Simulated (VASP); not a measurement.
Wanted: the native input for a VASP 6.6.1 run.

```yaml
Task: single point
Functional: PBEsol
Potentials_or_basis: VASP PAW PBE potentials, release 64 (S, Mg)
Cutoff: 520 eV
k_mesh: 7 × 7 × 4
Occupations: fermi-dirac, width 0.05 eV
Spin: no spin polarisation
Dipole_correction: no
Further_INCAR_settings: ALGO = Normal; EDIFF = 1e-06; NBANDS = 16
```

The structure of MgS lies in POSCAR:

```
MgS
1.0
    3.9942761827      0.0000000000      0.0000000000
   -1.9971380914      3.4591446440      0.0000000000
    0.0000000000      0.0000000000      6.4322941800
S Mg
2 2
Direct
    0.6666666667      0.3333333333      0.8773832384
    0.3333333333      0.6666666667      0.3773832384
    0.3333333333      0.6666666667      0.9976157616
    0.6666666667      0.3333333333      0.4976157616
```

The input as run:

INCAR

```
SYSTEM = MgS
  ALGO = Normal
  EDIFF = 1E-6
  ENCUT = 520
  GGA = PS
  ISIF = 2
  ISMEAR = -1
  LASPH = .True.
  LCHARG = .False.
  LREAL = .False.
  LWAVE = .False.
  NBANDS = 16
  NELM = 80
  PREC = Accurate
  SIGMA = 0.05
```

KPOINTS

```
k-points
0
Gamma
  7 7 4
  0 0 0
```

Potentials or basis: VASP PAW PBE potentials, release 64 (S, Mg).

Launch:

```bash
$ cat potpaw_PBE.64/S/POTCAR potpaw_PBE.64/Mg/POTCAR > POTCAR
$ mpirun -np 1 vasp_std > vasp.out
```

Results of the run:

The pressure is 0.8 GPa and the band gap on the k mesh is 3.42 eV.

Caveat: the PAW data sets were made with another functional, which shifts forces and pressure a little.

Wall time 19 s on 1 thread of Intel(R) Xeon(R) Platinum 8488C (Sapphire Rapids), with other jobs on the host, peak memory 0.2 GiB.
